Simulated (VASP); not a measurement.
Bi3Te2S:

```
Bi Te S
1.0
     5.83719    0.00000    0.00000
    -2.91860    5.05515    0.00000
     0.00000    0.00000    6.50603
Bi Te S
3 2 1
Direct
  0.67403 0.00000 0.51618
  0.00000 0.67403 0.51618
  0.32597 0.32597 0.51618
  0.33333 0.66667 0.94828
  0.66667 0.33333 0.94828
  0.00000 0.00000 0.21148
```

The cell was generated, and may not be a known phase.

* Program: VASP 6.6.1
* Task: relaxation of cell and atoms
* Functional: PBE
* Potentials or basis: VASP PAW PBE potentials, release 64 (Bi_d, Te, S)
* Cutoff: 600 eV
* k mesh: 3 × 3 × 4
* Occupations: gaussian, width 0.1 eV
* Spin: no spin polarisation

At the start: pressure 0.3 GPa; volume 32.00 Å³/atom.

Task: Where does the relaxation end?

Result: Over 7 steps the energy falls by 3.7 meV/atom; space group P31m (No. 157, to 0.1 Å) before and after.

Step by step:
| step | energy change (eV) | largest force (eV/Å) | pressure (GPa) | volume (Å³) |
| --- | --- | --- | --- | --- |
| 1 | 0.0000 | 0.0935 | 0.26 | 191.98 |
| 2 | -0.0120 | 0.0804 | -0.14 | 193.40 |
| 3 | -0.0154 | 0.0644 | -0.48 | 194.74 |
| 4 | -0.0197 | 0.1913 | 0.06 | 192.52 |
| 5 | -0.0200 | 0.1501 | -0.04 | 192.96 |
| 6 | -0.0214 | 0.0908 | -0.02 | 192.48 |
| 7 | -0.0220 | 0.0365 | 0.01 | 191.97 |

Final structure:
```xyz
6
Lattice="5.9069 0.0000 0.0000 -2.9535 5.1156 0.0000 0.0000 0.0000 6.3531" Properties=species:S:1:pos:R:3 pbc="T T T"
Bi    3.9730    0.0000    3.2914
Bi   -1.9865    3.4407    3.2914
Bi    0.9670    1.6748    3.2914
Te    0.0000    3.4104    6.0104
Te    2.9535    1.7052    6.0104
S     0.0000    0.0000    1.3357
```

Caveat: the k points lie up to 0.41 Å⁻¹ apart in the final cell, too coarse for converged energies and pressures of a metal.
